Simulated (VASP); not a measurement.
A run of VASP 6.6.1 is set up as follows.

File INCAR:

```
SYSTEM = W4S
PREC = Accurate ; ENCUT = 520
EDIFF = 1E-6 ; ISMEAR = 0
SIGMA = 0.1 ; LREAL = .FALSE.
LASPH = .TRUE. ; NELM = 80
ALGO = Normal ; ISIF = 2
LWAVE = .FALSE. ; LCHARG = .FALSE.
LDIPOL = .TRUE. ; IDIPOL = 3
DIPOL = 0.5 0.5 0.358 ; GGA = PE
NBANDS = 39
```

Contents of KPOINTS:

```
regular mesh
0
G
  8 8 1
  0 0 0
```

POSCAR

```
W4S
1.0
    3.1836991688      0.0000000000      0.0000000000
    0.0000000000      3.1836991688      0.0000000000
    0.0000000000      0.0000000000     20.1425775749
W S
4 1
Direct
    0.5000000000      0.5000000000      0.1985843165
    0.0000000000      0.0000000000      0.2776134069
    0.5000000000      0.5000000000      0.3599451800
    0.0000000000      0.0000000000      0.4290700901
    0.0000000000      0.3750000000      0.5234104879
```

Potentials or basis: VASP PAW PBE potentials, release 64 (W_sv, S).

The run is started by

```sh
$ cat potpaw_PBE.64/W_sv/POTCAR potpaw_PBE.64/S/POTCAR > POTCAR
$ mpirun -np 1 vasp_std > vasp.out
```

Problem. What does it give for the band gap on the k mesh?

Solution. Zero (band 31 reaches 2.50 eV, above the bottom of band 32 at 0.93 eV).

Problem. What does it give for the largest force?

Solution. 2.407 eV/Å.

Forces on the atoms (eV/Å):
```
W    0.000 -0.208  2.068
W    0.000  0.219 -2.116
W    0.000 -0.427 -2.279
W    0.000 -0.566  2.339
S    0.000  0.982 -0.013
```

Caveat: spin-orbit coupling is left out, which moves the levels of the heavy elements.
